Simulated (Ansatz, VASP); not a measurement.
## One calculation of Rb2Pt, two programs

```
Rb Pt
1.0
     5.20184    0.00000    0.00000
    -2.60092    4.50492    0.00000
     0.00000    0.00000    8.26041
Rb Pt
2 1
Direct
  0.66667 0.33333 0.83354
  0.33333 0.66667 0.16646
  0.00000 0.00000 0.00000
```

Alike in both runs: functional PBE; k mesh 6 × 6 × 2; occupations gaussian, width 0.1 eV; no spin polarisation.

Ansatz relaxed the structure, and its values are those at the end. VASP's run is a single point on that final structure, the one shown.

|  | VASP | Ansatz |
| --- | --- | --- |
| version | VASP 6.6.1 | Ansatz 0.2.0 |
| potentials or method | VASP PAW PBE potentials, release 64 (Rb_sv, Pt), cutoff 520 eV | scalar-relativistic, plane waves, PAW |
| valence electrons in the cell | 28 | 36 |

```tsv
	VASP	Ansatz	Ansatz less VASP
gap on the k mesh at the Fermi level (eV)	0.57	0.58	+0.009
least direct gap on the mesh (eV)	0.63	0.63	+0.008
pressure (GPa)	0.1	0.0	-0.02
rms of the force components (eV/Å)	0.011	0.007	-0.0037
```

VASP's potentials hold 28 valence electrons a cell and Ansatz's 36, so a difference there can come from the potentials and not from the codes.

Neither program's run includes spin-orbit coupling.
